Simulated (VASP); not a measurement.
Input of a VASP 6.6.1 run:

The input INCAR:

```
PREC = Accurate ; ENCUT = 520
EDIFF = 1E-6 ; ISMEAR = 0
SIGMA = 0.02 ; LREAL = F
LASPH = T ; NELM = 80
ALGO = Normal ; ISIF = 2
LWAVE = F ; LCHARG = F
GGA = PE ; NBANDS = 31
```

KPOINTS

```
regular mesh
0
Gamma
  6 6 8
```

The input POSCAR:

```
HfO2
1.0
    4.6851546054      0.0000000000      0.0000000000
    0.0000000000      4.6851546054      0.0000000000
    0.0000000000      0.0000000000      3.3308057392
Hf O
2 4
Direct
    0.0000000000      0.0000000000      0.0000000000
    0.5000000000      0.5000000000      0.5000000000
    0.1925474758      0.8074525242      0.5000000000
    0.3074525242      0.3074525242      0.0000000000
    0.6925474758      0.6925474758      0.0000000000
    0.8074525242      0.1925474758      0.5000000000
```

Potentials or basis: VASP PAW PBE potentials, release 64 (Hf_pv, O).

Launch:

```console
$ cat potpaw_PBE.64/Hf_pv/POTCAR potpaw_PBE.64/O/POTCAR > POTCAR
$ mpirun -np 1 vasp_std > vasp.out
```

Question: What does it give for the largest force?

Answer: 0.023 eV/Å.

Question: Predict the pressure.

Answer: 7.3 GPa.

Question: What does it give for the band gap on the k mesh?

Answer: 3.96 eV.

Forces on the atoms (eV/Å):
```
Hf   0.000  0.000  0.000
Hf   0.000  0.000  0.000
O   -0.016  0.016  0.000
O    0.016  0.016  0.000
O   -0.016 -0.016  0.000
O    0.016 -0.016  0.000
```

Caveat: the cell stands under pressure; spin-orbit coupling is left out, which moves the levels of the heavy elements. A k mesh can miss the band edges.
